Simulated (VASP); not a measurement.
Set up this calculation in VASP 6.6.1, as the native input.

```
Task                   : single point
Functional             : PBE
Potentials or basis    : VASP PAW PBE potentials, release 64 (Na_pv, Be, Hg)
Cutoff                 : 520 eV
k mesh                 : 4 × 4 × 4
Occupations            : gaussian, width 0.1 eV
Spin                   : no spin polarisation
Dipole correction      : no
Further INCAR settings : ALGO = Normal; EDIFF = 1e-07; NBANDS = 26
```

The structure of NaBe6Hg lies in POSCAR:

```
NaBe6Hg
1.0
    0.0000000000      3.6700093200      3.6700093200
    3.6700093200      0.0000000000      3.6700093200
    3.6700093200      3.6700093200      0.0000000000
Na Be Hg
1 6 1
Direct
    0.0000000000      0.0000000000      0.0000000000
    0.5000000000      0.0000000000      0.0000000000
    0.0000000000      0.5000000000      0.5000000000
    0.0000000000      0.5000000000      0.0000000000
    0.5000000000      0.0000000000      0.5000000000
    0.0000000000      0.0000000000      0.5000000000
    0.5000000000      0.5000000000      0.0000000000
    0.5000000000      0.5000000000      0.5000000000
```

The cell was built from a structure type or drawn by symmetry, and may not be a known phase.

These files were run (other wordings do the same):

INCAR

```
PREC     = Accurate       # precision mode
ENCUT    = 520            # plane-wave cutoff, eV
EDIFF    = 1E-7           # SCF threshold, eV
ISMEAR   = 0              # smearing method
SIGMA    = 0.1            # smearing width, eV
LREAL    = False          # projectors in reciprocal space
LASPH    = True           # aspherical terms in the spheres
NELM     = 100            # most SCF steps
ALGO     = Normal         # electronic algorithm
ISIF     = 2              # what is computed and relaxed
LWAVE    = False          # write WAVECAR
LCHARG   = False          # write CHGCAR
GGA      = PE             # functional
NBANDS   = 26             # bands
```

KPOINTS

```
regular mesh
0
Gamma
  4 4 4
```

Potentials or basis: VASP PAW PBE potentials, release 64 (Na_pv, Be, Hg).

Command:

```console
$ cat potpaw_PBE.64/Na_pv/POTCAR potpaw_PBE.64/Be/POTCAR potpaw_PBE.64/Hg/POTCAR > POTCAR
$ mpirun -np 1 vasp_std > vasp.out
```

Results of the run:

| Item | Value |
| --- | --- |
| Pressure | -3.5 GPa |
| Band gap on the k mesh | zero (an odd number of electrons rules out a gap without spin polarisation) |

Caveat: the k points lie up to 0.37 Å⁻¹ apart, too coarse for converged energies and pressures of a metal; spin-orbit coupling is left out, which moves the levels of the heavy elements.

Wall time 20 s on 1 thread of Intel(R) Xeon(R) Platinum 8488C (Sapphire Rapids) (shared host), peak memory 0.24 GiB.
